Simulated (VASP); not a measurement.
Wanted: the native input for a VASP 6.6.1 run.

* Task: single point
* Functional: PBE
* Potentials or basis: VASP PAW PBE potentials, release 64 (C)
* Cutoff: 520 eV
* k mesh: 12 × 12 × 12
* Occupations: gaussian, width 0.05 eV
* Spin: no spin polarisation
* Dipole correction: no
* Further INCAR settings: ALGO = Normal; EDIFF = 1e-06; NBANDS = 11

The structure of C lies in POSCAR:

```
C
1.0
    0.0000000000      1.9867503292      1.7858429925
    1.5849356558      0.0000000000      1.7858429925
    1.5849356558      1.9867503292      0.0000000000
C
2
Direct
    0.5000000000      0.5000000000      0.5000000000
    0.7500000000      0.7500000000      0.7500000000
```

This cell differs from its parent crystal: strain +e along x and -e along y -0.1125, strain +e along z and -e/2 along x and y +0.0000.

One way to write it, as run:

INCAR

```
ALGO = Normal
EDIFF = 1E-6
ENCUT = 520
GGA = PE
ISIF = 2
ISMEAR = 0
LASPH = T
LCHARG = F
LREAL = F
LWAVE = F
NBANDS = 11
NELM = 60
PREC = Accurate
SIGMA = 0.05
```

KPOINTS

```
k-points
0
Gamma
  12 12 12
```

Potentials or basis: VASP PAW PBE potentials, release 64 (C).

Command:

```sh
$ cat potpaw_PBE.64/C/POTCAR > POTCAR
$ mpirun -np 1 vasp_std > vasp.out
```

Results of the run:

The pressure is 7.2 GPa. The band gap on the k mesh is 0.04 eV, indirect (least direct gap 3.02 eV).

Caveat: the cell differs from its parent crystal (strain +e along x and -e along y -0.1125, strain +e along z and -e/2 along x and y +0.0000).

Wall time 19 s on 1 thread of Intel(R) Xeon(R) Platinum 8375C CPU @ 2.90GHz (Ice Lake), on a shared host, peak memory 0.14 GiB.
